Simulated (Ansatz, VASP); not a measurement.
# One calculation of TiSi, two programs

Contents of POSCAR:

```
TiSi
1.0
    1.7889353300     -2.0858596400      0.0000000000
    1.7889353300      2.0858596400      0.0000000000
    0.0000000000      0.0000000000      3.6898159800
Ti Si
1 1
Direct
    0.5000000000      0.5000000000      0.0000000000
    0.0000000000      0.0000000000      0.5000000000
```

Contents of INCAR.step1:

```
PREC = Accurate
ENCUT = 520
ISMEAR = 0
SIGMA = 0.15
LREAL = False
LASPH = True
NELM = 80
NBANDS = 15
GGA = PE
ALGO = Normal
EDIFF = 1E-4
LWAVE = True
LCHARG = False
```

The input INCAR.step2:

```
PREC = Accurate
ENCUT = 520
EDIFF = 1E-6
ISMEAR = 0
SIGMA = 0.15
LREAL = False
LASPH = True
NELM = 80
ALGO = Normal
ISIF = 2
LWAVE = False
LCHARG = True
METAGGA = R2SCAN
LMIXTAU = True
LELF = True
LVHAR = True
NBANDS = 15
ISTART = 1
```

File KPOINTS:

```
Automatic mesh
0
Gamma
  18 18 12
```

Input for Ansatz:

```yaml
crystal:
  lattice:
    - [1.78893533, -2.08585964, 0.0]
    - [1.78893533, 2.08585964, 0.0]
    - [0.0, 0.0, 3.68981598]
  atoms:
    - { symbol: Ti, position: [0.5, 0.5, 0.0] }
    - { symbol: Si, position: [0.0, 0.0, 0.5] }
basis:
  ecutwfc: 500
kpoints:
  mp_grid: { grid: [18, 18, 12] }
hamiltonian:
  xc: r2scan
scf:
  occupations: { method: gaussian, width: 0.15 }
output:
  forces: true
  stress: true
  eigenvalues: true
```

Change from the starting cell: strain -0.015 along x and y, -0.030 along z, atoms carried along.

Alike in both runs: task single point; functional r2SCAN; k mesh 18 × 18 × 12; occupations gaussian, width 0.15 eV; no spin polarisation.

|  | VASP | Ansatz |
| --- | --- | --- |
| version | VASP 6.6.1 | Ansatz 0.2.0 |
| potentials or method | VASP PAW PBE potentials, release 64 (Ti_sv, Si), cutoff 520 eV | scalar-relativistic, plane waves, PAW |
| valence electrons in the cell | 16 | 16 |

|  | VASP | Ansatz | Ansatz less VASP |
| --- | --- | --- | --- |
| gap on the k mesh at the Fermi level (eV) | none | none | - |
| pressure (GPa) | 8.3 | 7.8 | -0.46 |
| traceless stress, the component that is largest in VASP (GPa) | 3.36 | 3.40 | +0.042 |

VASP's potentials were made for PBE, not for r2SCAN. A gap of «none» marks a metal or a gap that the smearing closes. The functional is the same, so the differences come from potentials, cutoffs and numerics.
